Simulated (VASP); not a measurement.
CaTiS2, 4 atoms in the cell. It takes space group P-3m1 (No. 164, trigonal). Conventional cell: a = 3.596 Å, b = 3.596 Å, c = 6.453 Å, α = 90.00°, β = 90.00°, γ = 120.00°. Ti (site symmetry -3m) has 6 S at 2.51 Å and 2 Ca at 3.23 Å within 3.3 Å. Within 3.6 Å of Ca (site symmetry -3m) lie 6 S at 2.75 Å and 2 Ti at 3.23 Å and 6 Ca at 3.60 Å. Within 3.3 Å of S (site symmetry 3m) lie 3 Ti at 2.51 Å and 3 Ca at 2.75 Å. 

- Program: VASP 6.6.1
- Task: single point
- Functional: PBE
- Potentials or basis: VASP PAW PBE potentials, release 64 (Ti_sv, Ca_sv, S)
- Cutoff: 520 eV
- k mesh: 8 × 8 × 4
- Occupations: fermi-dirac, width 0.05 eV
- Spin: no spin polarisation
- Dipole correction: no
- Further INCAR settings: ALGO = Normal; EDIFF = 1e-06; NBANDS = 25

Potentials or basis: VASP PAW PBE potentials, release 64 (Ti_sv, Ca_sv, S).

Command:

```bash
$ cat potpaw_PBE.64/Ti_sv/POTCAR potpaw_PBE.64/Ca_sv/POTCAR potpaw_PBE.64/S/POTCAR > POTCAR
$ mpirun -np 1 vasp_std > vasp.out
```

Hardware: 1 thread of Intel(R) Xeon(R) Platinum 8488C (Sapphire Rapids) (shared host).

How long does it take, and how much memory?

Run time: 50 s on 1 thread of Intel(R) Xeon(R) Platinum 8488C (Sapphire Rapids) (shared host), peak memory 0.21 GiB. Counts: scf iterations 16, k points 35.
